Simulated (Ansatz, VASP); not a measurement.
# One calculation of Mo, two programs

```
Mo
1.0
    -6.25868    0.00000   -6.25868
    -6.25868    6.25868    0.00000
     0.00000    6.25868   -6.25868
Mo
31
Direct
  0.87500 0.37500 0.37500
  0.75068 0.25068 0.75068
  0.75068 0.25068 0.24797
  0.62500 0.12500 0.62500
  0.62743 0.12743 0.12257
  0.49963 0.99963 0.49963
  0.49963 0.99963 0.00111
  0.87500 0.87500 0.87500
  0.87500 0.87500 0.37500
  0.75068 0.74797 0.75068
  0.74889 0.75037 0.25037
  0.62743 0.62257 0.62743
  0.62743 0.62257 0.12257
  0.49963 0.50111 0.49963
  0.37500 0.37500 0.87500
  0.50203 0.49932 0.99932
  0.37500 0.37500 0.37500
  0.24797 0.25068 0.75068
  0.25037 0.24889 0.25037
  0.12257 0.12743 0.62743
  0.12257 0.12743 0.12257
  0.00111 0.99963 0.49963
  0.99932 0.00203 0.99932
  0.37500 0.87500 0.87500
  0.37500 0.87500 0.37500
  0.25037 0.75037 0.74889
  0.25037 0.75037 0.25037
  0.12257 0.62257 0.62743
  0.12500 0.62500 0.12500
  0.99932 0.49932 0.50203
  0.99932 0.49932 0.99932
```

Change from the starting cell: Mo vacancy (site a), charge +0, atoms relaxed at the host's cell.

Alike in both runs: functional PBEsol; k mesh 4 × 4 × 4; occupations gaussian, width 0.1 eV; no spin polarisation.

Ansatz relaxed the structure, and its values are those at the end. VASP's run is a single point on that final structure, the one shown.

|  | VASP | Ansatz |
| --- | --- | --- |
| version | VASP 6.6.1 | Ansatz 0.2.0 |
| potentials or method | VASP PAW PBE potentials, release 64 (Mo_sv), cutoff 520 eV | scalar-relativistic, plane waves, PAW |
| valence electrons in the cell | 434 | 434 |

Ansatz gave:

* gap on the k mesh at the Fermi level (eV): none
* rms of the force components (eV/Å): 0.004

Question: Which values does VASP return?

Answer: gap on the k mesh at the Fermi level (eV): none; rms of the force components (eV/Å): 0.003.

VASP's potentials were made for PBE, not for PBEsol. A gap of «none» marks a metal or a gap that the smearing closes.
